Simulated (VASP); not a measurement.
The system is FeSi.

```
CELL_PARAMETERS angstrom
4.55070 0.00000 0.00000
0.00000 4.55070 0.00000
0.00000 0.00000 4.55070
ATOMIC_POSITIONS crystal
Fe 0.13652 0.13652 0.13652
Fe 0.36348 0.86348 0.63652
Fe 0.63652 0.36348 0.86348
Fe 0.86348 0.63652 0.36348
Si 0.84240 0.84240 0.84240
Si 0.65760 0.15760 0.34240
Si 0.34240 0.65760 0.15760
Si 0.15760 0.34240 0.65760
```

| Item | Value |
| --- | --- |
| Program | VASP 6.6.1 |
| Task | relaxation of cell and atoms |
| Functional | PBE |
| Potentials or basis | VASP PAW PBE potentials, release 64 (Fe, Si) |
| Cutoff | 600 eV |
| k mesh | 8 × 8 × 8 |
| Occupations | gaussian, width 0.05 eV |
| Spin | no spin polarisation |

At the start: pressure -13.7 GPa; volume 11.78 Å³/atom.

Task: Where does the relaxation end?

Result: Over 6 steps the energy falls by 36.5 meV/atom and the volume is 11.00 Å³/atom (-6.6 %); space group P2_13 (No. 198, to 0.1 Å) before and after.

The path:
| step | energy change (eV) | largest force (eV/Å) | pressure (GPa) | volume (Å³) |
| --- | --- | --- | --- | --- |
| 1 | 0.0000 | 0.2811 | -13.74 | 94.24 |
| 2 | 0.1784 | 0.5241 | 23.09 | 81.12 |
| 3 | -0.2899 | 0.1229 | -0.24 | 88.12 |
| 4 | -0.2900 | 0.1189 | 0.06 | 88.00 |
| 5 | -0.2919 | 0.0274 | 0.06 | 88.00 |
| 6 | -0.2920 | 0.0043 | 0.04 | 88.00 |

Final structure:
```yaml
crystal:
  lattice:
    - [4.44802, 0.00000, 0.00000]
    - [0.00000, 4.44802, 0.00000]
    - [0.00000, 0.00000, 4.44802]
  atoms:
    - { symbol: Fe, position: [0.13634, 0.13634, 0.13634] }
    - { symbol: Fe, position: [0.36366, 0.86366, 0.63634] }
    - { symbol: Fe, position: [0.63634, 0.36366, 0.86366] }
    - { symbol: Fe, position: [0.86366, 0.63634, 0.36366] }
    - { symbol: Si, position: [0.84076, 0.84076, 0.84076] }
    - { symbol: Si, position: [0.65924, 0.15924, 0.34076] }
    - { symbol: Si, position: [0.34076, 0.65924, 0.15924] }
    - { symbol: Si, position: [0.15924, 0.34076, 0.65924] }
```
